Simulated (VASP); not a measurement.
# Sn (I4_1/amd) in VASP: further runs, part 2 of 2

VASP 6.6.1.

## (4) Single point, PBEsol (strain -0.0100 x Voigt [0, 1, 0, 0, 0, 0])

INCAR reads:

```
PREC = Accurate
ENCUT = 520
EDIFF = 1E-6
ISMEAR = 0
SIGMA = 0.15
LREAL = F
LASPH = T
NELM = 80
ALGO = Fast
ISIF = 2
LWAVE = F
LCHARG = T
GGA = PS
LELF = T
LVHAR = T
NBANDS = 21
```

KPOINTS reads:

```
Automatic mesh
0
Gamma
  12 12 12
```

POSCAR reads:

```
Sn
1.0
    0.0000000000      3.2131440000      3.2456000000
    3.2456000000      0.0000000000      3.2456000000
    3.2456000000      3.2131440000      0.0000000000
Sn
2
Direct
    0.5000000000      0.5000000000      0.5000000000
    0.7500000000      0.7500000000      0.7500000000
```

Potentials or basis: VASP PAW PBE potentials, release 64 (Sn_d).

On the command line:

```console
> cat potpaw_PBE.64/Sn_d/POTCAR > POTCAR
> mpirun -np 1 vasp_std > vasp.out
```

OUTCAR:

```text
PREC = Accurate
   ENCUT = 520
   EDIFF = 1E-6
   ISMEAR = 0
   LREAL = F
   LASPH = T
   NELM = 80
   ISIF = 2
   GGA = PS

 ion  position               nearest neighbor table
   1  0.500  0.500  0.500-   2 2.80   2 2.80   2 2.80   2 2.80
   2  0.750  0.750  0.750-   1 2.80   1 2.80   1 2.80   1 2.80

  LATTYP: Found a body centered tetragonal cell.
 ALAT       =     4.5899715380
 C/A-ratio  =     1.4000714267

  Lattice vectors:

 A1 = (   0.0000000000,  -3.2131440000,   3.2456000000)
 A2 = (   0.0000000000,  -3.2131440000,  -3.2456000000)
 A3 = (   3.2456000000,   3.2131440000,   0.0000000000)

Analysis of symmetry for initial positions (statically):
=====================================================================
 Subroutine PRICEL returns:
 Original cell was already a primitive cell.

 Routine SETGRP: Setting up the symmetry group for a
 body centered tetragonal supercell.

 Subroutine GETGRP returns: Found 16 space group operations
 (whereof  8 operations were pure point group operations)
 out of a pool of 16 trial point group operations.

The static configuration has the point symmetry D_2d.
 The point group associated with its full space group is D_4h.

Analysis of symmetry for dynamics (positions and initial velocities):
=====================================================================
 Subroutine PRICEL returns:
 Original cell was already a primitive cell.

 Routine SETGRP: Setting up the symmetry group for a
 body centered tetragonal supercell.

 Subroutine GETGRP returns: Found 16 space group operations
 (whereof  8 operations were pure point group operations)
 out of a pool of 16 trial point group operations.

The dynamic configuration has the point symmetry D_2d.
 The point group associated with its full space group is D_4h.

 Subroutine INISYM returns: Found 16 space group operations
 (whereof  8 operations are pure point group operations),
 and found     1 'primitive' translations

----------------------------------------------------------------------------------------

                                     Primitive cell

  volume of cell :      67.6940

  direct lattice vectors                    reciprocal lattice vectors
     0.000000000  3.213144000  3.245600000    -0.154054720  0.155610829  0.154054720
     3.245600000  0.000000000  3.245600000     0.154054720 -0.155610829  0.154054720
     3.245600000  3.213144000  0.000000000     0.154054720  0.155610829 -0.154054720

  length of vectors
     4.567079343  4.589971538  4.567079343     0.267732037  0.267732037  0.267732037

  position of ions in fractional coordinates (direct lattice)
     0.500000000  0.500000000  0.500000000
     0.750000000  0.750000000  0.750000000

  ion indices of the primitive-cell ions
   primitive index   ion index
                 1           1
                 2           2

----------------------------------------------------------------------------------------

 KPOINTS: Automatic mesh

Automatic generation of k-mesh.
 Grid dimensions read from file:
 generate k-points for:   12   12   12

 Generating k-lattice:

  Cartesian coordinates                     Fractional coordinates (reciprocal lattice)
    -0.012837893  0.012967569  0.012837893     0.083333333  0.000000000 -0.000000000
     0.012837893 -0.012967569  0.012837893     0.000000000  0.083333333  0.000000000
     0.012837893  0.012967569 -0.012837893    -0.000000000  0.000000000  0.083333333

  Length of vectors
     0.022311003  0.022311003  0.022311003

  Shift w.r.t. Gamma in fractional coordinates (k-lattice)
     0.000000000  0.000000000  0.000000000

 Subroutine IBZKPT returns following result:
 ===========================================

 Found    163 irreducible k-points:

 Following reciprocal coordinates:
            Coordinates               Weight
  0.000000  0.000000  0.000000      1.000000
  0.083333  0.000000  0.000000      8.000000
  0.166667  0.000000 -0.000000      8.000000
  0.250000  0.000000 -0.000000      8.000000
  0.333333  0.000000  0.000000      8.000000
  0.416667  0.000000 -0.000000      8.000000
[... 16 lines left out ...]
  0.500000  0.166667  0.000000     16.000000
 -0.416667  0.166667  0.000000     16.000000
 [... further k-points ...]
   k-points           NKPTS =    163   k-points in BZ     NKDIM =    163   number of bands    NBANDS=     21
   number of dos      NEDOS =    301   number of ions     NIONS =      2
   total plane-waves  NPLWV =  46656
   dimension x,y,z NGX =    36 NGY =   36 NGZ =   36
   dimension x,y,z NGXF=    72 NGYF=   72 NGZF=   72
   ions per type =               2
   NGX,Y,Z   is equivalent  to a cutoff of  13.10, 13.04, 13.10 a.u.
   NGXF,Y,Z  is equivalent  to a cutoff of  26.21, 26.08, 26.21 a.u.
 SYSTEM =  unknown system
   PREC   = accura    normal or accurate (medium, high low for compatibility)
   ISTART =      0    job   : 0-new  1-cont  2-samecut
   ICHARG =      2    charge: 1-file 2-atom 10-const
   ISPIN  =      1    spin polarized calculation?
   LNONCOLLINEAR =      F non collinear calculations
   LSORBIT =      F    spin-orbit coupling
   LASPH  =      T    aspherical Exc in radial PAW
   ENCUT  =  520.0 eV  38.22 Ry    6.18 a.u.   8.49  8.53  8.49*2*pi/ulx,y,z
   NELM   =     80;   NELMIN=  2; NELMDL= -5     # of ELM steps
   EDIFF  = 0.1E-05   stopping-criterion for ELM
   LREAL  =      F    real-space projection
[... 7 lines left out ...]
   TEBEG  =    0.0;   TEEND  =   0.0 temperature during run
   PSTRESS=    0.0 pullay stress
   NELECT =      28.0000    total number of electrons
   NUPDOWN=      -1.0000    fix difference up-down
   EMIN   =  10.00;   EMAX   =-10.00  energy-range for DOS
   EFERMI =   0.00;   METHOD = LEGACY
   ISMEAR =     0;   SIGMA  =   0.15  broadening in eV -4-tet -1-fermi 0-gaus
   EFERMI_NEDOS =   21; number of points for ismear=-14 and -15
   IALGO  =     68    algorithm
   IMIX   =      4    mixing-type and parameters
     AMIX     =   0.40;   BMIX     =  1.00
     AMIX_MAG =   1.60;   BMIX_MAG =  1.00
  volume/ion in A,a.u.               =      33.85       228.41
  Fermi-wavevector in a.u.,A,eV,Ry     =   1.219769  2.305028 20.243230  1.487835
  Thomas-Fermi vector in A             =   2.355009
   LORBIT       =      0    0 simple, 1 ext, 2 COOP (PROOUT), +10 PAW based schemes
   GGA     = PS    functional components
   LHFCALC =     F    Hartree Fock is set to
   AEXX    =    0.0000 exact exchange contribution
   IVDW    =     0    specifies the selected vdW correction
   LEPSILON=     F    determine dielectric tensor
   LRPA    =     F    only Hartree local field effects (RPA)
 non-spin polarized calculation
 RMM-DIIS sequential band-by-band and
 Gauss-broadening in eV      SIGMA  =   0.15
  energy-cutoff  :      520.00
  volume of cell :       67.69
 maximum number of plane-waves:      1849
 NGX is ok and might be reduce to    36
   NGX = 17   NGY = 17   NGZ = 17

 number of electron      28.0000006 magnetization

 Free energy of the ion-electron system (eV)
  ---------------------------------------------------
  ext. energy  EPLUGINS =         0.00000000
  ---------------------------------------------------
  free energy    TOTEN  =        -8.45617111 eV

  energy without entropy =       -8.45418887  energy(sigma->0) =       -8.45517999

 E-fermi :   5.5991     XC(G=0):  -9.1071

 val. band max:        5.5859705084   @ k =   0.4167   0.0000  -0.0000
 cond. band min:       5.6508885527   @ k =   0.0000   0.0000   0.0000
 fundamental gap:      0.0649180443
 Fermi energy:         5.5990969694

 k-point     1 :       0.0000    0.0000    0.0000
  band No.  band energies     occupation
      1     -16.0341      2.00000
      2     -16.0299      2.00000
      3     -16.0299      2.00000
      4     -15.9703      2.00000
      5     -15.9686      2.00000
      6     -15.6521      2.00000
[... 13 lines left out ...]
     20      13.5005      0.00000
     21      13.6603      0.00000

 k-point     2 :       0.0833    0.0000    0.0000
  band No.  band energies     occupation
      1     -16.0387      2.00000
      2     -16.0357      2.00000
      3     -16.0292      2.00000
      4     -15.9622      2.00000
      5     -15.9608      2.00000
      6     -15.6641      2.00000
[... 520 lines left out ...]
 k-point    24 :      -0.4167    0.1667    0.0000
  band No.  band energies     occupation
      1     -16.0922      2.00000
      2     -16.0779      2.00000
      3     -15.9700      2.00000
      4     -15.8884      2.00000
      5     -15.8788      2.00000
      6     -15.7461      2.00000
[... 13 lines left out ...]
     20      13.4218      0.00000
     21      13.5619      0.00000

 [... further k-points ...]

------------------------ aborting loop because EDIFF is reached ----------------------------------------

  FORCE on cell =-STRESS in cart. coord.  units (eV):
  Direction    XX          YY          ZZ          XY          YZ          ZX
  --------------------------------------------------------------------------------------
  -------------------------------------------------------------------------------------
  Total        0.5412164      0.6672269      0.5412164      0.0000000     -0.0000000      0.0000000
  in kB       12.8094769     15.7918834     12.8094769      0.0000000     -0.0000000      0.0000000
  external PRESSURE =      13.8036124 kB  Pullay stress =       0.0000000 kB

 VOLUME and BASIS-vectors are now :
 -----------------------------------------------------------------------------
  energy-cutoff  :      520.00
  volume of cell :       67.69
      direct lattice vectors                 reciprocal lattice vectors
     0.000000000  3.213144000  3.245600000    -0.154054720  0.155610829  0.154054720
     3.245600000  0.000000000  3.245600000     0.154054720 -0.155610829  0.154054720
     3.245600000  3.213144000  0.000000000     0.154054720  0.155610829 -0.154054720

 POSITION                                       TOTAL-FORCE (eV/Angst)
 -----------------------------------------------------------------------------------
      3.24560      3.21314      3.24560         0.000000     -0.000000      0.000000
      4.86840      4.81972      4.86840        -0.000000      0.000000      0.000000
 -----------------------------------------------------------------------------------
    total drift:                                0.000000      0.000000      0.000000

  FREE ENERGIE OF THE ION-ELECTRON SYSTEM (eV)
  ---------------------------------------------------
  free  energy   TOTEN  =        -8.4561711119 eV

  energy  without entropy=       -8.4541888720  energy(sigma->0) =       -8.45517999
```

OSZICAR:

```text
N       E                     dE             d eps       ncg     rms          rms(c)
DAV:   1     0.228656657655E+03    0.22866E+03   -0.14891E+04  6962   0.194E+03
DAV:   2     0.167004543824E+02   -0.21196E+03   -0.20739E+03  6891   0.448E+02
DAV:   3    -0.775214738331E+01   -0.24453E+02   -0.24309E+02  8051   0.141E+02
DAV:   4    -0.853726767965E+01   -0.78512E+00   -0.78484E+00  7781   0.285E+01
DAV:   5    -0.856421670133E+01   -0.26949E-01   -0.26949E-01  9971   0.514E+00    0.332E+00
RMM:   6    -0.848993258858E+01    0.74284E-01   -0.34814E-02  8455   0.229E+00    0.193E+00
RMM:   7    -0.845443945215E+01    0.35493E-01   -0.63654E-02  8644   0.262E+00    0.165E-01
RMM:   8    -0.845564098225E+01   -0.12015E-02   -0.96156E-03  9073   0.928E-01    0.614E-02
RMM:   9    -0.845613297548E+01   -0.49199E-03   -0.31987E-03 10413   0.516E-01    0.475E-02
RMM:  10    -0.845614859125E+01   -0.15616E-04   -0.39940E-04  8969   0.226E-01    0.105E-02
RMM:  11    -0.845617059785E+01   -0.22007E-04   -0.21499E-04 11525   0.116E-01    0.991E-03
RMM:  12    -0.845617091178E+01   -0.31393E-06   -0.13159E-05  9558   0.313E-02    0.170E-03
RMM:  13    -0.845617111189E+01   -0.20010E-06   -0.26178E-06  5699   0.132E-02
   1 F= -.84561711E+01 E0= -.84551800E+01  d E =-.198224E-02
```

stdout:

```text
POSCAR found type information on POSCAR Sn
 POSCAR found :  1 types and       2 ions
 scaLAPACK will be used
 -----------------------------------------------------------------------------
|                                                                             |
|                                                                             |
|     You enforced a specific xc type in the INCAR file but a different       |
|     I HOPE YOU KNOW WHAT YOU ARE DOING!                                     |
|                                                                             |
 -----------------------------------------------------------------------------

 LDA part: xc-table for (Slater+PW92), standard interpolation
 POSCAR, INCAR and KPOINTS ok, starting setup
 FFT: planning ... GRIDC
 FFT: planning ... GRID_SOFT
 FFT: planning ... GRID
 WAVECAR not read
 entering main loop
WARNING in EDDRMM: call to ZHEGV failed, returncode =   8  4     20
```

It took 3 min on 1 thread of AMD EPYC 9R45 (Zen 5), shared host; peak memory 0.3 GiB.

What came out:

```
Free energy            : -8.4562 eV
Pressure               : 1.4 GPa
Band gap on the k mesh : zero (bands 14 and 15 overlap by 0.11 eV)
```

Caveat: the cell differs from its parent crystal (strain -0.0100 x Voigt [0, 1, 0, 0, 0, 0]); the PAW data sets were made with another functional, which shifts forces and pressure a little; spin-orbit coupling is left out, which moves the levels of the heavy elements.

## (5) Overview

| cell | gap on the mesh (eV) | pressure (GPa) |
| --- | --- | --- |
| a = 4.544, b = 4.590 Å, angles 59.7, 60.7, 59.7°, 2 atoms | none | 1.9 |
| a = 4.556, b = 4.590 Å, angles 59.8, 60.5, 59.8°, 2 atoms | none | 1.6 |
| a = 4.567, b = 4.590 Å, angles 59.8, 60.3, 59.8°, 2 atoms | none | 1.4 |

Alike in all rows: task single point; level PBEsol; potentials or basis VASP PAW PBE potentials, release 64 (Sn_d); no spin polarisation; k mesh 12 × 12 × 12; cutoff (eV) 520; smearing gaussian 0.15 eV.

Caveats: the PAW data sets were made with another functional, which shifts forces and pressure a little; spin-orbit coupling is left out, which moves the levels of the heavy elements.

Absolute energies hang on the potentials; compare differences alone.
